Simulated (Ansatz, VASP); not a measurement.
## Two plane-wave programs on TaN

```xyz
2
Lattice="0.0000 2.1887 2.1887 2.1887 0.0000 2.1887 2.1887 2.1887 0.0000" Properties=species:S:1:pos:R:3 pbc="T T T"
Ta    0.0000    0.0000    0.0000
N     2.1887    2.1887    2.1887
```

Alike in both runs: functional PBEsol; k mesh 8 × 8 × 8; occupations gaussian, width 0.1 eV; no spin polarisation.

Ansatz relaxed the structure, and its values are those at the end. VASP's run is a single point on that final structure, the one shown.

|  | VASP | Ansatz |
| --- | --- | --- |
| version | VASP 6.6.1 | Ansatz 0.2.0 |
| potentials or method | VASP PAW PBE potentials, release 64 (Ta_pv, N), cutoff 600 eV | scalar-relativistic, plane waves, PAW |
| valence electrons in the cell | 16 | 18 |

```tsv
	VASP	Ansatz	Ansatz less VASP
gap on the k mesh at the Fermi level (eV)	none	none	-
pressure (GPa)	0.7	-0.2	-0.88
```

VASP's potentials were made for PBE, not for PBEsol. A gap of «none» marks a metal or a gap that the smearing closes. The functional is the same, so the differences come from potentials, cutoffs and numerics. VASP's potentials hold 16 valence electrons a cell and Ansatz's 18, so a difference there can come from the potentials and not from the codes.

Neither program's run includes spin-orbit coupling.
